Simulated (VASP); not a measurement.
# S (Fm-3m) in VASP: a series of runs

Runs on S. Level: PBEsol. Tasks: relaxation of cell and atoms, single point.

Program: VASP 6.6.1. These are calculated values, not measurements. Logs are shortened: lines on timing, memory, paths and dates and some standing lists are left out, and cuts for length are marked.

## (1) The cell of the first run

Symmetry: Fm-3m, No. 225, cubic system. The conventional cell has a = 4.082 Å, b = 4.082 Å, c = 4.082 Å, α = 90.00°, β = 90.00°, γ = 90.00°. S (site symmetry m-3m) has 12 S at 2.89 Å within 3.8 Å.

## (2) Relaxation of cell and atoms, PBEsol

The input, INCAR:

```
ALGO = Normal
EDIFF = 1E-7
EDIFFG = -0.005
ENCUT = 600
GGA = PS
IBRION = 2
ISIF = 3
ISMEAR = -1
LASPH = True
LCHARG = False
LREAL = False
LWAVE = False
NELM = 100
NSW = 60
PREC = Accurate
SIGMA = 0.08
```

The input, KPOINTS:

```
k-points
0
Gamma
  18 18 18
```

The input, POSCAR:

```
S
1.0
    0.0000000000      2.0408275510      2.0408275510
    2.0408275510      0.0000000000      2.0408275510
    2.0408275510      2.0408275510      0.0000000000
S
1
Direct
    0.0000000000      0.0000000000      0.0000000000
```

Potentials or basis: VASP PAW PBE potentials, release 64 (S).

Started as:

```console
> cat potpaw_PBE.64/S/POTCAR > POTCAR
> mpirun -np 1 vasp_std > vasp.out
```

OUTCAR:

```text
EDIFF = 1E-7
   EDIFFG = -0.005
   ENCUT = 600
   GGA = PS
   IBRION = 2
   ISIF = 3
   ISMEAR = -1
   LASPH = True
   LREAL = False
   NELM = 100
   NSW = 60
   PREC = Accurate

 ion  position               nearest neighbor table
   1  0.000  0.000  0.000-

  LATTYP: Found a face centered cubic cell.
 ALAT       =     4.0816551020

  Lattice vectors:

 A1 = (   0.0000000000,   2.0408275510,   2.0408275510)
 A2 = (   2.0408275510,   0.0000000000,   2.0408275510)
 A3 = (   2.0408275510,   2.0408275510,   0.0000000000)

Analysis of symmetry for initial positions (statically):
=====================================================================
 Subroutine PRICEL returns:
 Original cell was already a primitive cell.

 Routine SETGRP: Setting up the symmetry group for a
 face centered cubic supercell.

 Subroutine GETGRP returns: Found 48 space group operations
[... 9 lines left out ...]

 Routine SETGRP: Setting up the symmetry group for a
 face centered cubic supercell.

 Subroutine GETGRP returns: Found 48 space group operations
[... 11 lines left out ...]
                                     Primitive cell

  volume of cell :      17.0000

  direct lattice vectors                    reciprocal lattice vectors
     0.000000000  2.040827551  2.040827551    -0.244998653  0.244998653  0.244998653
     2.040827551  0.000000000  2.040827551     0.244998653 -0.244998653  0.244998653
     2.040827551  2.040827551  0.000000000     0.244998653  0.244998653 -0.244998653

  length of vectors
     2.886166001  2.886166001  2.886166001     0.424350114  0.424350114  0.424350114

  position of ions in fractional coordinates (direct lattice)
     0.000000000  0.000000000  0.000000000

  ion indices of the primitive-cell ions
   primitive index   ion index
                 1           1

----------------------------------------------------------------------------------------

 KPOINTS: k-points

Automatic generation of k-mesh.
 Grid dimensions read from file:
 generate k-points for:   18   18   18

 Generating k-lattice:

  Cartesian coordinates                     Fractional coordinates (reciprocal lattice)
    -0.013611036  0.013611036  0.013611036     0.055555556  0.000000000  0.000000000
     0.013611036 -0.013611036  0.013611036     0.000000000  0.055555556  0.000000000
     0.013611036  0.013611036 -0.013611036     0.000000000  0.000000000  0.055555556

  Length of vectors
     0.023575006  0.023575006  0.023575006

  Shift w.r.t. Gamma in fractional coordinates (k-lattice)
     0.000000000  0.000000000  0.000000000

 Subroutine IBZKPT returns following result:
 ===========================================

 Found    195 irreducible k-points:

 Following reciprocal coordinates:
            Coordinates               Weight
  0.000000  0.000000  0.000000      1.000000
  0.055556  0.000000  0.000000      8.000000
  0.111111  0.000000  0.000000      8.000000
  0.166667  0.000000  0.000000      8.000000
  0.222222  0.000000  0.000000      8.000000
  0.277778  0.000000  0.000000      8.000000
[... 16 lines left out ...]
 -0.277778  0.055556  0.000000     24.000000
 -0.222222  0.055556  0.000000     24.000000
 [... further k-points ...]
   k-points           NKPTS =    195   k-points in BZ     NKDIM =    195   number of bands    NBANDS=      7
   number of dos      NEDOS =    301   number of ions     NIONS =      1
   total plane-waves  NPLWV =  13824
   dimension x,y,z NGX =    24 NGY =   24 NGZ =   24
   dimension x,y,z NGXF=    48 NGYF=   48 NGZF=   48
   ions per type =               1
   NGX,Y,Z   is equivalent  to a cutoff of  13.82, 13.82, 13.82 a.u.
   NGXF,Y,Z  is equivalent  to a cutoff of  27.65, 27.65, 27.65 a.u.
 SYSTEM =  unknown system
   PREC   = accura    normal or accurate (medium, high low for compatibility)
   ISTART =      0    job   : 0-new  1-cont  2-samecut
   ICHARG =      2    charge: 1-file 2-atom 10-const
   ISPIN  =      1    spin polarized calculation?
   LNONCOLLINEAR =      F non collinear calculations
   LSORBIT =      F    spin-orbit coupling
   LASPH  =      T    aspherical Exc in radial PAW
   ENCUT  =  600.0 eV  44.10 Ry    6.64 a.u.   5.76  5.76  5.76*2*pi/ulx,y,z
   NELM   =    100;   NELMIN=  2; NELMDL= -5     # of ELM steps
   EDIFF  = 0.1E-06   stopping-criterion for ELM
   LREAL  =      F    real-space projection
   EDIFFG = -.5E-02   stopping-criterion for IOM
   NSW    =     60    number of steps for IOM
   IBRION =      2    ionic relax: 0-MD 1-quasi-New 2-CG
   NFREE  =      1    steps in history (QN), initial steepest desc. (CG)
   ISIF   =      3    stress and relaxation
   ISYM   =      2    0-nonsym 1-usesym 2-fastsym
   POTIM  = 0.5000    time-step for ionic-motion
   TEBEG  =    0.0;   TEEND  =   0.0 temperature during run
   PSTRESS=    0.0 pullay stress
   NELECT =       6.0000    total number of electrons
   NUPDOWN=      -1.0000    fix difference up-down
   EMIN   =  10.00;   EMAX   =-10.00  energy-range for DOS
   EFERMI =   0.00;   METHOD = LEGACY
   ISMEAR =    -1;   SIGMA  =   0.08  broadening in eV -4-tet -1-fermi 0-gaus
   EFERMI_NEDOS =   21; number of points for ismear=-14 and -15
   IALGO  =     38    algorithm
   IMIX   =      4    mixing-type and parameters
     AMIX     =   0.40;   BMIX     =  1.00
     AMIX_MAG =   1.60;   BMIX_MAG =  1.00
  volume/ion in A,a.u.               =      17.00       114.72
  Fermi-wavevector in a.u.,A,eV,Ry     =   1.156935  2.186290 18.211377  1.338498
  Thomas-Fermi vector in A             =   2.293551
   LORBIT       =      0    0 simple, 1 ext, 2 COOP (PROOUT), +10 PAW based schemes
   GGA     = PS    functional components
   LHFCALC =     F    Hartree Fock is set to
   AEXX    =    0.0000 exact exchange contribution
   IVDW    =     0    specifies the selected vdW correction
   LEPSILON=     F    determine dielectric tensor
   LRPA    =     F    only Hartree local field effects (RPA)
 conjugate gradient relaxation of ions
 non-spin polarized calculation
  energy-cutoff  :      600.00
  volume of cell :       17.00
 maximum number of plane-waves:       588
   NGX = 11   NGY = 11   NGZ = 11

--------------------------------------- Ionic step        1  -------------------------------------------

 number of electron       6.0000001 magnetization

 Free energy of the ion-electron system (eV)
  ---------------------------------------------------
  ext. energy  EPLUGINS =         0.00000000
  ---------------------------------------------------
  free energy    TOTEN  =        -3.27677396 eV

  energy without entropy =       -3.25640141  energy(sigma->0) =       -3.26658768

------------------------ aborting loop because EDIFF is reached ----------------------------------------

  FORCE on cell =-STRESS in cart. coord.  units (eV):
  Direction    XX          YY          ZZ          XY          YZ          ZX
  --------------------------------------------------------------------------------------
  -------------------------------------------------------------------------------------
  Total       -0.9814038     -0.9814038     -0.9814038      0.0000000      0.0000000      0.0000000
  in kB      -92.4931164    -92.4931164    -92.4931164      0.0000000      0.0000000      0.0000000
  external PRESSURE =     -92.4931164 kB  Pullay stress =       0.0000000 kB

 VOLUME and BASIS-vectors are now :
 -----------------------------------------------------------------------------
  energy-cutoff  :      600.00
  volume of cell :       17.00
      direct lattice vectors                 reciprocal lattice vectors
     0.000000000  2.040827551  2.040827551    -0.244998653  0.244998653  0.244998653
     2.040827551  0.000000000  2.040827551     0.244998653 -0.244998653  0.244998653
     2.040827551  2.040827551  0.000000000     0.244998653  0.244998653 -0.244998653
[... 36 lines left out ...]
 POSITION                                       TOTAL-FORCE (eV/Angst)
 -----------------------------------------------------------------------------------
      1.94420      1.94420     -0.00000         0.000000      0.000000     -0.000000
 -----------------------------------------------------------------------------------
    total drift:                               -0.000000     -0.000000      0.000000

  FREE ENERGIE OF THE ION-ELECTRON SYSTEM (eV)
  ---------------------------------------------------
  free  energy   TOTEN  =        -3.3417165206 eV

  energy  without entropy=       -3.3249098589  energy(sigma->0) =       -3.33331319

--------------------------------------- Ionic step        3  -------------------------------------------

 number of electron       6.0000001 magnetization

 Free energy of the ion-electron system (eV)
  ---------------------------------------------------
  ext. energy  EPLUGINS =         0.00000000
  ---------------------------------------------------
  free energy    TOTEN  =        -3.34301748 eV

  energy without entropy =       -3.32579087  energy(sigma->0) =       -3.33440417

 E-fermi :   8.2774     XC(G=0): -11.5808

 val. band max:        8.2743104546   @ k =   0.5000   0.1667   0.0556
 cond. band min:       8.2846238777   @ k =   0.5000   0.2778   0.0556
 fundamental gap:      0.0103134230
 Fermi energy:         8.2773798451

 k-point     1 :       0.0000    0.0000    0.0000
  band No.  band energies     occupation
      1      -9.0711      2.00000
      2      11.8002      0.00000
      3      11.8002      0.00000
      4      11.8002      0.00000
      5      20.3924      0.00000
      6      20.3924      0.00000
      7      20.3924      0.00000

 k-point     2 :       0.0556    0.0000    0.0000
  band No.  band energies     occupation
      1      -8.9933      2.00000
      2      11.3400      0.00000
      3      11.7368      0.00000
      4      11.7368      0.00000
      5      20.2561      0.00000
      6      20.5338      0.00000
      7      20.5338      0.00000
[... 201 lines left out ...]
 k-point    23 :      -0.2778    0.0556    0.0000
  band No.  band energies     occupation
      1      -6.8748      2.00000
      2       4.4959      2.00000
      3      10.0588      0.00000
      4      10.9959      0.00000
      5      18.7345      0.00000
      6      20.5773      0.00000
      7      20.6478      0.00000

 k-point    24 :      -0.2222    0.0556    0.0000
  band No.  band energies     occupation
      1      -7.5741      2.00000
      2       6.2268      2.00000
      3      10.2746      0.00000
      4      11.2603      0.00000
      5      19.0440      0.00000
      6      21.0197      0.00000
      7      21.1895      0.00000

 [... further k-points ...]
[... 5 lines left out ...]
  --------------------------------------------------------------------------------------
  -------------------------------------------------------------------------------------
  Total        0.0023518      0.0023518      0.0023518      0.0000000      0.0000000     -0.0000000
  in kB        0.2520980      0.2520980      0.2520980      0.0000000      0.0000000     -0.0000000
  external PRESSURE =       0.2520980 kB  Pullay stress =       0.0000000 kB

 VOLUME and BASIS-vectors are now :
 -----------------------------------------------------------------------------
  energy-cutoff  :      600.00
  volume of cell :       14.95
      direct lattice vectors                 reciprocal lattice vectors
     0.000000000  1.955103312  1.955103312    -0.255740961  0.255740961  0.255740961
     1.955103312  0.000000000  1.955103312     0.255740961 -0.255740961  0.255740961
     1.955103312  1.955103312 -0.000000000     0.255740961  0.255740961 -0.255740961

 POSITION                                       TOTAL-FORCE (eV/Angst)
 -----------------------------------------------------------------------------------
      0.00000      0.00000      0.00000         0.000000     -0.000000      0.000000
 -----------------------------------------------------------------------------------
    total drift:                                0.000000     -0.000000     -0.000000

  FREE ENERGIE OF THE ION-ELECTRON SYSTEM (eV)
  ---------------------------------------------------
  free  energy   TOTEN  =        -3.3430174757 eV

  energy  without entropy=       -3.3257908657  energy(sigma->0) =       -3.33440417

 reached required accuracy - stopping structural energy minimisation
```

It took 14 s on 1 thread of Intel Xeon 6975P-C (Granite Rapids), shared host; peak memory 0.15 GiB.

Results:

* Free energy: -3.3430 eV
* Relaxed volume: 14.95 Å³/atom
* Relaxed cell: a = 2.765 Å, b = 2.765 Å, c = 2.765 Å, α = 60.00°, β = 60.00°, γ = 60.00°
* Space group after relaxing (to 0.05 Å): Fm-3m (No. 225)
* Energy gained by relaxing: 66.2 meV/atom
* Ionic steps: 3
* Pressure after relaxing: 0.0 GPa
* Band gap on the k mesh: zero (band 3 reaches 11.80 eV, above the bottom of band 4 at 5.46 eV)

Step by step:
| step | energy change (eV) | largest force (eV/Å) | pressure (GPa) | volume (Å³) |
| --- | --- | --- | --- | --- |
| 1 | 0.0000 | 0.0000 | -9.25 | 17.00 |
| 2 | -0.0649 | 0.0000 | 1.68 | 14.70 |
| 3 | -0.0662 | 0.0000 | 0.03 | 14.95 |

Final structure:
```
S
1.0
     0.00000    1.95510    1.95510
     1.95510    0.00000    1.95510
     1.95510    1.95510    0.00000
S
1
Direct
  0.00000 0.00000 0.00000
```

Levels at points of the mesh, in eV from the Fermi level:
```
           k point  band 1  band 2  band 3  band 4  band 5  band 6
(0.00, 0.00, 0.00)  -17.35    3.52    3.52    3.52   12.12   12.12
(0.50, 0.00, 0.00)  -12.83   -8.01    2.10    2.10    9.58   11.28
(0.50, 0.50, 0.00)  -10.98   -6.93   -0.90   -0.90    5.11    5.54
```

Caveat: the PAW data sets were made with another functional, which shifts forces and pressure a little.

## (3) Single point, PBEsol (volume scaled by 0.4)

The input, INCAR:

```
SYSTEM = S
PREC = Accurate ; ENCUT = 520
EDIFF = 1E-6 ; ISMEAR = -1
SIGMA = 0.08 ; LREAL = .FALSE.
LASPH = .TRUE. ; NELM = 80
ALGO = Normal ; ISIF = 2
LWAVE = .FALSE. ; LCHARG = .FALSE.
GGA = PS ; NBANDS = 9
```

The input, KPOINTS:

```
regular mesh
0
G
  18 18 18
  0 0 0
```

The input, POSCAR:

```
S
1.0
    0.0000000000      1.4401132317      1.4401132317
    1.4401132317      0.0000000000      1.4401132317
    1.4401132317      1.4401132317      0.0000000000
S
1
Direct
    0.0000000000      0.0000000000      0.0000000000
```

Potentials or basis: VASP PAW PBE potentials, release 64 (S).

Started as:

```console
> cat potpaw_PBE.64/S/POTCAR > POTCAR
> mpirun -np 1 vasp_std > vasp.out
```

Run time: 7.1 s. Hardware: 1 thread of AMD EPYC 7R13 (Zen 3), shared host; peak memory 0.08 GiB.

Results (log left out):

| Item | Value |
| --- | --- |
| Free energy | 3.4718 eV |
| Pressure | 510.8 GPa |
| Band gap on the k mesh | zero (band 3 reaches 40.84 eV, above the bottom of band 4 at 19.68 eV) |

Levels at points of the mesh, in eV from the Fermi level:
```
           k point  band 1  band 2  band 3  band 4  band 5  band 6  band 7  band 8
(0.00, 0.00, 0.00)  -32.27   12.37   12.37   12.37   13.35   13.35   13.35   22.28
(0.50, 0.00, 0.00)  -20.15  -19.55    8.43    8.43   10.52   10.52   17.98   19.99
(0.50, 0.50, 0.00)  -17.26  -14.03   -1.63   -1.63   -1.14    6.52   36.49   39.72
```

Caveat: the cell differs from its parent crystal (volume scaled by 0.4); the PAW data sets were made with another functional, which shifts forces and pressure a little.

## (4) Single point, PBEsol (volume scaled by 0.45)

The input, INCAR:

```
PREC = Accurate
ENCUT = 520
EDIFF = 1E-7
ISMEAR = -1
SIGMA = 0.08
LREAL = False
LASPH = True
NELM = 80
ALGO = Normal
ISIF = 2
LWAVE = False
LCHARG = False
GGA = PS
NBANDS = 9
```

The input, KPOINTS:

```
Automatic mesh
0
Gamma
  18 18 18
```

The input, POSCAR:

```
S
1.0
    0.0000000000      1.4977781183      1.4977781183
    1.4977781183      0.0000000000      1.4977781183
    1.4977781183      1.4977781183      0.0000000000
S
1
Direct
    0.0000000000      0.0000000000      0.0000000000
```

Started as:

```console
> cat potpaw_PBE.64/S/POTCAR > POTCAR
> mpirun -np 1 vasp_std > vasp.out
```

It took 8.3 s on 1 thread of AMD EPYC 7R13 (Zen 3), shared host; peak memory 0.08 GiB.

Results (log left out):

```
Free energy            : 1.4720 eV
Pressure               : 357.7 GPa
Band gap on the k mesh : zero (band 3 reaches 36.53 eV, above the bottom of band 4 at 16.48 eV)
```

Levels at points of the mesh, in eV from the Fermi level:
```
           k point  band 1  band 2  band 3  band 4  band 5  band 6  band 7  band 8
(0.00, 0.00, 0.00)  -29.79   11.43   11.43   11.43   12.31   12.31   12.31   21.90
(0.50, 0.00, 0.00)  -18.32  -18.20    7.15    7.15   10.64   10.64   16.13   19.68
(0.50, 0.50, 0.00)  -15.62  -13.15   -1.60   -1.60    0.01    5.54   33.91   36.82
```

Caveat: the cell differs from its parent crystal (volume scaled by 0.45); the PAW data sets were made with another functional, which shifts forces and pressure a little.

## (5) The runs side by side

| task | cell | cutoff (eV) | gap on the mesh (eV) | pressure (GPa) |
| --- | --- | --- | --- | --- |
| relaxation of cell and atoms | relaxed from a = 2.886 Å, angles 60.0°, 1 atom | 600 | none | 0.0 |
| single point | a = 2.037 Å, angles 60.0°, 1 atom | 520 | none | 510.8 |
| single point | a = 2.118 Å, angles 60.0°, 1 atom | 520 | none | 357.7 |

Alike in all rows: level PBEsol; potentials or basis VASP PAW PBE potentials, release 64 (S); no spin polarisation; k mesh 18 × 18 × 18; smearing fermi-dirac 0.08 eV.

Caveats: the PAW data sets were made with another functional, which shifts forces and pressure a little.

Absolute energies hang on the potentials; compare differences alone.
